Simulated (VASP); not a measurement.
A run of VASP 6.6.1:

The input INCAR:

```
PREC = Accurate
ENCUT = 520
EDIFF = 1E-7
ISMEAR = 0
SIGMA = 0.05
LREAL = F
LASPH = T
NELM = 60
ALGO = Normal
ISIF = 2
LWAVE = F
LCHARG = F
GGA = PE
NBANDS = 49
```

Contents of KPOINTS:

```
Automatic mesh
0
Gamma
  1 1 16
```

The input POSCAR:

```
WSe2
1.0
   15.7000000000      0.0000000000      0.0000000000
    0.0000000000     12.7000000000      0.0000000000
    0.0000000000      0.0000000000      3.2523932944
W Se
3 6
Direct
    0.3465655675      0.5000000000      0.0000000000
    0.5408718600      0.5000000000      0.5000000000
    0.6841615168      0.5000000000      0.0000000000
    0.2817472228      0.6285351846      0.5000000000
    0.4712031386      0.6309193504      0.0000000000
    0.6654640196      0.6477637469      0.5000000000
    0.2817472228      0.3714648154      0.5000000000
    0.4712031386      0.3690806496      0.0000000000
    0.6654640196      0.3522362531      0.5000000000
```

Potentials or basis: VASP PAW PBE potentials, release 64 (W_sv, Se).

Command:

```sh
$ cat potpaw_PBE.64/W_sv/POTCAR potpaw_PBE.64/Se/POTCAR > POTCAR
$ mpirun -np 1 vasp_std > vasp.out
```

Hardware: 1 thread of Intel(R) Xeon(R) Platinum 8259CL CPU @ 2.50GHz (Skylake/Cascade Lake), with other jobs on the host.

Q: How long does it take, and how much memory?

A: Run time: 12 min on 1 thread of Intel(R) Xeon(R) Platinum 8259CL CPU @ 2.50GHz (Skylake/Cascade Lake), on a shared host, peak memory 0.71 GiB. Counts: scf iterations 29, k points 9.
